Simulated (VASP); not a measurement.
Input of a VASP 6.6.1 run:

File POSCAR:

```
Y
1.0
    3.6802375700      0.0000000000      0.0000000000
   -1.8401187800      3.1871815800      0.0000000000
    0.0000000000      0.0000000000      5.8419036900
Y
2
Direct
    0.3333000000      0.6667000000      0.2500000000
    0.6666000000      0.3333000000      0.7500000000
```

Contents of INCAR.step1:

```
ALGO = Normal
EDIFF = 1E-4
ENCUT = 520
GGA = PE
ISMEAR = 1
LASPH = T
LCHARG = F
LREAL = F
LWAVE = T
NBANDS = 18
NELM = 100
PREC = Accurate
SIGMA = 0.0155
```

File INCAR.step2:

```
ALGO = Normal
EDIFF = 1E-6
ENCUT = 520
ISIF = 2
ISMEAR = 1
ISTART = 1
LASPH = T
LCHARG = F
LMIXTAU = T
LREAL = F
LWAVE = F
METAGGA = R2SCAN
NBANDS = 18
NELM = 100
PREC = Accurate
SIGMA = 0.0155
```

File KPOINTS:

```
k-points
0
Gamma
  8 8 5
```

Potentials or basis: VASP PAW PBE potentials, release 64 (Y_sv).

The run is started by

```console
$ cat potpaw_PBE.64/Y_sv/POTCAR > POTCAR
$ cp INCAR.step1 INCAR
$ mpirun -np 1 vasp_std > vasp.out
$ cp INCAR.step2 INCAR
$ mpirun -np 1 vasp_std > vasp.out
```

Task: Predict the pressure.

Result: -0.8 GPa.

Task: Estimate the band gap on the k mesh.

Result: Zero (bands 11 and 12 overlap by 1.23 eV).

Stress tensor (GPa, compression positive):
```
-0.59  0.00  0.00
 0.00 -0.59  0.00
 0.00  0.00 -1.10
```

Caveat: the PAW data sets were made with another functional, which shifts forces and pressure a little.
